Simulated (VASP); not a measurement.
Si: density of states with PBE

Crystal: Si.

```
CELL_PARAMETERS angstrom
-1.13555 1.13555 1.13555
1.13555 -1.13555 1.13555
1.13555 1.13555 -1.13555
ATOMIC_POSITIONS crystal
Si 0.00000 0.00000 0.00000
```

This cell differs from its parent crystal: volume scaled by 0.4.

- Program: VASP 6.6.1
- Task: density of states
- Functional: PBE
- Potentials or basis: VASP PAW PBE potentials, release 64 (Si)
- Cutoff: 520 eV
- k mesh: 17 × 17 × 17
- Occupations: fermi-dirac, width 0.05 eV
- Spin: no spin polarisation
- Dipole correction: no
- k mesh for the DOS: 26 × 26 × 26
- Occupations for the DOS: tetrahedron
- Further INCAR settings: ALGO = Normal; EDIFF = 1e-06; NBANDS = 8

* Valence electrons inside the program's atomic spheres: Si 2.43

Levels at points of the mesh, in eV from the Fermi level:
```tsv
k point	band 1	band 2	band 3	band 4	band 5
(0.00, 0.00, 0.00)	-25.13	17.68	17.68	17.68	24.01
(0.50, 0.00, 0.00)	-13.37	-10.60	7.73	14.49	15.41
(0.50, 0.50, 0.50)	-2.69	-2.69	0.19	0.19	0.19
```

Run time: 34 s on 1 thread of Intel(R) Xeon(R) Platinum 8259CL CPU @ 2.50GHz (Skylake/Cascade Lake), with other jobs on the host, peak memory 0.15 GiB.
